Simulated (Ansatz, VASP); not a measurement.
## InAg3 in VASP and in Ansatz

```
In Ag
1.0
     4.06112    0.00000    0.00000
     0.00000    4.06112    0.00000
     0.00000    0.00000    4.14400
In Ag
1 3
Direct
  0.00000 0.00000 0.00000
  0.00000 0.50000 0.50000
  0.50000 0.00000 0.50000
  0.50000 0.50000 0.00000
```

Change from the starting cell: equal xx and yy strain of -2 %, crystal datasets.

Alike in both runs: task electric field gradients; functional PBEsol; k mesh 9 × 9 × 9; occupations fermi-dirac, width 0.05 eV; no spin polarisation.

|  | VASP | Ansatz |
| --- | --- | --- |
| version | VASP 6.6.1 | Ansatz 0.2.0 |
| potentials or method | VASP PAW PBE potentials, release 64 (In_d, Ag), cutoff 520 eV | all-electron PAW with datasets made for the crystal, scalar-relativistic |

|  | VASP | Ansatz | Ansatz less VASP |
| --- | --- | --- | --- |
| pressure (GPa) | 4.2 | 4.3 | +0.12 |
| traceless stress, the component that is largest in VASP (GPa) | 0.07 | 0.06 | -0.011 |
| size of Vzz on the site where it differs most (V/Å²) | 32.7 | 48.2 | +15.50 |

VASP's potentials were made for PBE, not for PBEsol. Ansatz ran all-electron here, and VASP with PAW potentials.
